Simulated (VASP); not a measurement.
**Ti16Si32B (a cell with a defect): single point with PBE**

System: Ti16Si32B (a cell with a defect).

```
Ti Si B
1.0
     4.80813    8.27218    0.00000
     4.80813   -8.27218    0.00000
    -4.80813    0.00000   -8.55598
Ti Si B
16 32 1
Direct
  0.25550 0.24920 0.00101
  0.37895 0.13315 0.25198
  0.24850 0.26170 0.50312
  0.37551 0.12686 0.74875
  0.25558 0.75083 0.01375
  0.39305 0.61323 0.24960
  0.24933 0.76136 0.49581
  0.37523 0.62696 0.74939
  0.75392 0.24968 0.00048
  0.87502 0.13619 0.25127
  0.75024 0.25973 0.50245
  0.87552 0.12807 0.74930
  0.75706 0.75184 0.00063
  0.87627 0.62951 0.25053
  0.75004 0.75664 0.49884
  0.87716 0.62861 0.75045
  0.42195 0.08855 0.00188
  0.09570 0.41533 0.00335
  0.04575 0.47094 0.24909
  0.21438 0.29545 0.25072
  0.41970 0.10849 0.50692
  0.08605 0.42440 0.50175
  0.04099 0.46560 0.75154
  0.20965 0.28925 0.75100
  0.42267 0.58699 0.99833
  0.09102 0.91497 0.99978
  0.03668 0.98117 0.25402
  0.16552 0.81919 0.24084
  0.41302 0.59203 0.50281
  0.08302 0.92652 0.49992
  0.03653 0.96239 0.74808
  0.21598 0.79081 0.75634
  0.91953 0.08855 0.00118
  0.59146 0.41432 0.99825
  0.54985 0.46018 0.24940
  0.71803 0.30126 0.25116
  0.91607 0.09895 0.50066
  0.58412 0.42456 0.50273
  0.53742 0.46487 0.75024
  0.71138 0.28815 0.75095
  0.91330 0.57505 0.99557
  0.59274 0.91243 0.99769
  0.55351 0.98174 0.24692
  0.71751 0.79730 0.24856
  0.91192 0.59615 0.50163
  0.59216 0.91573 0.50069
  0.53772 0.96237 0.74718
  0.71222 0.79082 0.75137
  0.35657 0.80548 0.31561
```

- Program: VASP 6.6.1
- Task: single point
- Functional: PBE
- Potentials or basis: VASP PAW PBE potentials, release 64 (Ti_sv, Si, B)
- Cutoff: 520 eV
- k mesh: 1 × 1 × 1
- Occupations: methfessel-paxton, width 0.1 eV
- Spin: no spin polarisation

```yaml
Pressure: 0.8 GPa
Largest_force: 0.742 eV/Å
Band_gap_on_the_k_mesh: zero (an odd number of electrons rules out a gap without spin polarisation)
```

Forces on the atoms (eV/Å):
```
Ti  -0.015 -0.063 -0.022
Ti  -0.012 -0.012  0.017
Ti  -0.012  0.064 -0.034
Ti  -0.005  0.022  0.032
Ti  -0.052 -0.074 -0.069
Ti  -0.158  0.095 -0.120
Ti   0.155  0.179  0.144
Ti  -0.002  0.029 -0.011
Ti  -0.015 -0.060  0.014
Ti  -0.072 -0.026 -0.009
Ti   0.036  0.071 -0.012
Ti   0.026  0.005 -0.033
Ti   0.006 -0.064 -0.016
Ti  -0.033  0.014  0.012
Ti  -0.007  0.067 -0.016
Ti   0.021  0.001  0.012
Si   0.002 -0.069  0.016
Si  -0.016 -0.075 -0.068
Si  -0.021  0.058  0.048
Si  -0.084 -0.004 -0.034
Si   0.016  0.068  0.012
Si   0.008  0.090  0.008
Si   0.047 -0.010 -0.020
Si   0.016  0.012 -0.018
Si  -0.032 -0.091 -0.082
Si  -0.021 -0.092  0.001
Si  -0.046 -0.069 -0.008
Si  -0.132 -0.270  0.046
Si  -0.058  0.202 -0.033
Si  -0.011  0.097 -0.004
Si   0.029  0.003 -0.018
Si   0.056  0.048  0.085
Si  -0.011 -0.066 -0.027
Si  -0.003 -0.073  0.029
Si  -0.032  0.024  0.015
Si  -0.007  0.000 -0.003
Si  -0.043  0.043 -0.015
Si   0.004  0.079 -0.010
Si   0.023  0.028 -0.019
Si   0.005  0.006  0.018
Si  -0.030 -0.041  0.037
Si  -0.024 -0.062  0.000
Si  -0.011 -0.006 -0.028
Si  -0.076  0.005  0.010
Si   0.064  0.082 -0.037
Si  -0.134  0.059 -0.103
Si   0.023  0.025  0.020
Si   0.018  0.012 -0.018
B    0.623 -0.263  0.307
```

Stress tensor (GPa, compression positive):
```
 0.80 -0.16 -0.92
-0.16  2.99 -0.05
-0.92 -0.05 -1.44
```

Levels at points of the mesh, in eV from the Fermi level:
```csv
k point,band 157,band 158,band 159,band 160,band 161,band 162,band 163,band 164,band 165,band 166
"(0.00, 0.00, 0.00)",-0.41,-0.32,-0.22,-0.19,-0.12,0.01,0.42,0.49,0.63,0.68
```

Wall time 6.5 min on 1 thread of Intel(R) Xeon(R) Platinum 8259CL CPU @ 2.50GHz (Skylake/Cascade Lake), on a shared host, peak memory 0.8 GiB.

Caveat: the k points lie up to 0.84 Å⁻¹ apart, too coarse for converged energies and pressures of a metal.
